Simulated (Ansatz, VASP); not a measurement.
**PbO2: VASP beside Ansatz**

```
CELL_PARAMETERS angstrom
4.96144 0.00000 0.00000
0.00000 4.96144 0.00000
0.00000 0.00000 3.38612
ATOMIC_POSITIONS crystal
Pb 0.50000 0.50000 0.50000
Pb 0.00000 0.00000 0.00000
O 0.69257 0.69257 0.00000
O 0.80743 0.19257 0.50000
O 0.19257 0.80743 0.50000
O 0.30743 0.30743 0.00000
```

Change from the starting cell: volume scaled by 0.98.

Alike in both runs: task single point; functional PBEsol; k mesh 6 × 6 × 8; occupations fermi-dirac, width 0.05 eV; no spin polarisation.

|  | VASP | Ansatz |
| --- | --- | --- |
| version | VASP 6.6.1 | Ansatz 0.2.0 |
| potentials or method | VASP PAW PBE potentials, release 64 (Pb_d, O), cutoff 520 eV | all-electron LAPW, scalar-relativistic |

```csv
,VASP,Ansatz,Ansatz less VASP
gap on the k mesh at the Fermi level (eV),0.11,0.11,0.000
least direct gap on the mesh (eV),0.16,0.17,+0.009
pressure (GPa),3.5,3.2,-0.25
"traceless stress, the component that is largest in VASP (GPa)",0.78,0.65,-0.122
rms of the force components (eV/Å),0.019,0.015,-0.0049
```

VASP's potentials were made for PBE, not for PBEsol. Atom by atom the forces differ by 0.005 eV/Å (rms over components). Ansatz ran all-electron here, and VASP with PAW potentials.

Neither program's run includes spin-orbit coupling.
